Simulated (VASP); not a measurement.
Here is a VASP 6.6.1 calculation.

Contents of INCAR:

```
SYSTEM = Sc
PREC = Accurate ; ENCUT = 520
EDIFF = 1E-6 ; ISMEAR = -1
SIGMA = 0.05 ; LREAL = .FALSE.
LASPH = .TRUE. ; NELM = 80
ALGO = Normal ; ISIF = 2
LWAVE = .FALSE. ; LCHARG = .TRUE.
LELF = .TRUE. ; LVHAR = .TRUE.
NBANDS = 18
```

Contents of KPOINTS:

```
Automatic mesh
0
G
  15 15 8
  0 0 0
```

POSCAR

```
Sc
1.0
    2.3291288785      0.0000000000      0.0000000000
   -1.1645644393      2.0170847775      0.0000000000
    0.0000000000      0.0000000000      4.1257198338
Sc
2
Direct
    0.3333333333      0.6666666667      0.2500000000
    0.6666666667      0.3333333333      0.7500000000
```

Potentials or basis: VASP PAW LDA potentials, release 64 (Sc_sv).

The run is started by

```bash
$ cat potpaw_LDA.64/Sc_sv/POTCAR > POTCAR
$ mpirun -np 1 vasp_std > vasp.out
```

Estimate the band gap on the k mesh.

zero (band 11 reaches 12.50 eV, above the bottom of band 12 at 9.24 eV).

What does it give for the pressure?

157.7 GPa.

Stress tensor (GPa, compression positive):
```
158.30   0.00   0.00
  0.00 158.30   0.00
  0.00   0.00 156.49
```
